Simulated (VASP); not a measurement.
# TiPbO3 (Pm-3m) in VASP: notebook, part 2 of 2

VASP 6.6.1. The steps go on from the part before.

## 3. Single point, PBEsol

This run uses another cell than the first one, of 12.04 Å³/atom.

Contents of INCAR:

```
SYSTEM = TiPbO3
  ALGO = Normal
  EDIFF = 1E-6
  ENCUT = 600
  GGA = PS
  GGA_COMPAT = .False.
  ISIF = 2
  ISMEAR = 0
  LASPH = .True.
  LCHARG = .False.
  LREAL = .False.
  LWAVE = .False.
  NBANDS = 30
  NELM = 120
  PREC = Accurate
  SIGMA = 0.02
```

Contents of KPOINTS:

```
k-points
0
Gamma
  8 8 8
  0 0 0
```

Contents of POSCAR:

```
TiPbO3
1.0
    3.9193288108      0.0000000000      0.0000000000
    0.0000000000      3.9193288108      0.0000000000
    0.0000000000      0.0000000000      3.9193288108
Pb Ti O
1 1 3
Direct
    0.0000000000      0.0000000000      0.0000000000
    0.5000000000      0.5000000000      0.5000000000
    0.0000000000      0.5000000000      0.5000000000
    0.5000000000      0.5000000000      0.0000000000
    0.5000000000      0.0000000000      0.5000000000
```

Potentials or basis: VASP PAW PBE potentials, release 64 (Pb_d, Ti_sv, O).

Launch:

```bash
$ cat potpaw_PBE.64/Pb_d/POTCAR potpaw_PBE.64/Ti_sv/POTCAR potpaw_PBE.64/O/POTCAR > POTCAR
$ mpirun -np 1 vasp_std > vasp.out
```

OUTCAR:

```text
SYSTEM = TiPbO3
   EDIFF = 1E-6
   ENCUT = 600
   GGA = PS
   ISIF = 2
   ISMEAR = 0
   LASPH = .True.
   LREAL = .False.
   NELM = 120
   PREC = Accurate

 ion  position               nearest neighbor table
   1  0.000  0.000  0.000-   3 2.77   4 2.77   5 2.77   3 2.77   5 2.77   3 2.77   4 2.77   3 2.77
                             4 2.77   5 2.77   5 2.77   4 2.77   2 3.39   2 3.39   2 3.39   2 3.39
   2  0.500  0.500  0.500-   3 1.96   4 1.96   5 1.96   4 1.96   5 1.96   3 1.96   1 3.39   1 3.39
                             1 3.39   1 3.39   1 3.39   1 3.39   1 3.39   1 3.39
   3  0.000  0.500  0.500-   2 1.96   2 1.96   1 2.77   1 2.77   1 2.77   1 2.77
   4  0.500  0.500  0.000-   2 1.96   2 1.96   1 2.77   1 2.77   1 2.77   1 2.77
   5  0.500  0.000  0.500-   2 1.96   2 1.96   1 2.77   1 2.77   1 2.77   1 2.77

  LATTYP: Found a simple cubic cell.
 ALAT       =     3.9193288108

  Lattice vectors:

 A1 = (   3.9193288108,   0.0000000000,   0.0000000000)
 A2 = (   0.0000000000,   3.9193288108,   0.0000000000)
 A3 = (   0.0000000000,   0.0000000000,   3.9193288108)

Analysis of symmetry for initial positions (statically):
=====================================================================
 Subroutine PRICEL returns:
 Original cell was already a primitive cell.

 Routine SETGRP: Setting up the symmetry group for a
 simple cubic supercell.

 Subroutine GETGRP returns: Found 48 space group operations
 (whereof 48 operations were pure point group operations)
 out of a pool of 48 trial point group operations.

The static configuration has the point symmetry O_h .

Analysis of symmetry for dynamics (positions and initial velocities):
=====================================================================
 Subroutine PRICEL returns:
 Original cell was already a primitive cell.

 Routine SETGRP: Setting up the symmetry group for a
 simple cubic supercell.

 Subroutine GETGRP returns: Found 48 space group operations
[... 129 lines left out ...]
     AMIX_MAG =   1.60;   BMIX_MAG =  1.00
  volume/ion in A,a.u.               =      12.04        81.26
  Fermi-wavevector in a.u.,A,eV,Ry     =   1.474622  2.786631 29.586003  2.174510
  Thomas-Fermi vector in A             =   2.589371
   LORBIT       =      0    0 simple, 1 ext, 2 COOP (PROOUT), +10 PAW based schemes
   GGA     = PS    functional components
   LHFCALC =     F    Hartree Fock is set to
   AEXX    =    0.0000 exact exchange contribution
   IVDW    =     0    specifies the selected vdW correction
   LEPSILON=     F    determine dielectric tensor
   LRPA    =     F    only Hartree local field effects (RPA)
 non-spin polarized calculation
 Gauss-broadening in eV      SIGMA  =   0.02
  energy-cutoff  :      600.00
  volume of cell :       60.21
 maximum number of plane-waves:      2040
 NGX is ok and might be reduce to    32
   NGX = 15   NGY = 15   NGZ = 15

 number of electron      43.9999970 magnetization

 Free energy of the ion-electron system (eV)
  ---------------------------------------------------
  ext. energy  EPLUGINS =         0.00000000
  ---------------------------------------------------
  free energy    TOTEN  =       -39.74932873 eV

  energy without entropy =      -39.74932873  energy(sigma->0) =      -39.74932873

 E-fermi :   6.6254     XC(G=0): -11.9424

 val. band max:        6.5220892249   @ k =   0.5000   0.0000   0.0000
 cond. band min:       8.0775872847   @ k =   0.0000   0.0000   0.0000
 fundamental gap:      1.5554980598
 Fermi energy:         6.6254198906

 k-point     1 :       0.0000    0.0000    0.0000
  band No.  band energies     occupation
      1     -50.1218      2.00000
      2     -26.4748      2.00000
      3     -26.4748      2.00000
      4     -26.4748      2.00000
      5     -11.5728      2.00000
      6     -10.4185      2.00000
[... 781 lines left out ...]
     29      12.2438      0.00000
     30      14.1205      0.00000

 [... further k-points ...]

------------------------ aborting loop because EDIFF is reached ----------------------------------------

  FORCE on cell =-STRESS in cart. coord.  units (eV):
  Direction    XX          YY          ZZ          XY          YZ          ZX
  --------------------------------------------------------------------------------------
  -------------------------------------------------------------------------------------
  Total        0.0636076      0.0636076      0.0636076      0.0000000      0.0000000     -0.0000000
  in kB        1.6927169      1.6927169      1.6927169      0.0000000      0.0000000     -0.0000000
  external PRESSURE =       1.6927169 kB  Pullay stress =       0.0000000 kB

 VOLUME and BASIS-vectors are now :
 -----------------------------------------------------------------------------
  energy-cutoff  :      600.00
  volume of cell :       60.21
      direct lattice vectors                 reciprocal lattice vectors
     3.919328811  0.000000000  0.000000000     0.255145727  0.000000000  0.000000000
     0.000000000  3.919328811  0.000000000     0.000000000  0.255145727  0.000000000
     0.000000000  0.000000000  3.919328811     0.000000000  0.000000000  0.255145727

 POSITION                                       TOTAL-FORCE (eV/Angst)
 -----------------------------------------------------------------------------------
      0.00000      0.00000      0.00000         0.000000      0.000000      0.000000
      1.95966      1.95966      1.95966         0.000000      0.000000      0.000000
      0.00000      1.95966      1.95966         0.000000      0.000000      0.000000
      1.95966      1.95966      0.00000         0.000000      0.000000      0.000000
      1.95966      0.00000      1.95966         0.000000      0.000000      0.000000
 -----------------------------------------------------------------------------------
    total drift:                                0.000000     -0.000000     -0.000000

  FREE ENERGIE OF THE ION-ELECTRON SYSTEM (eV)
  ---------------------------------------------------
  free  energy   TOTEN  =       -39.7493287329 eV

  energy  without entropy=      -39.7493287329  energy(sigma->0) =      -39.74932873
```

stdout:

```text
POSCAR found type information on POSCAR PbTiO
 POSCAR found :  3 types and       5 ions
 scaLAPACK will be used
 -----------------------------------------------------------------------------
|                                                                             |
|                                                                             |
|     You enforced a specific xc type in the INCAR file but a different       |
|     I HOPE YOU KNOW WHAT YOU ARE DOING!                                     |
|                                                                             |
 -----------------------------------------------------------------------------

 LDA part: xc-table for (Slater+PW92), standard interpolation
 POSCAR, INCAR and KPOINTS ok, starting setup
 FFT: planning ... GRIDC
 FFT: planning ... GRID_SOFT
 FFT: planning ... GRID
 WAVECAR not read
 entering main loop
```

Wall time 65 s (1 thread of Intel Xeon Platinum 8259CL at 2.50GHz (Skylake/Cascade Lake), shared host); peak memory 0.22 GiB.

Results:

```yaml
Free_energy: -39.7493 eV
Pressure: 0.2 GPa
Band_gap_on_the_k_mesh: 1.56 eV
```

Caveat: the PAW data sets were made with another functional, which shifts forces and pressure a little; spin-orbit coupling is left out, which moves the levels of the heavy elements.
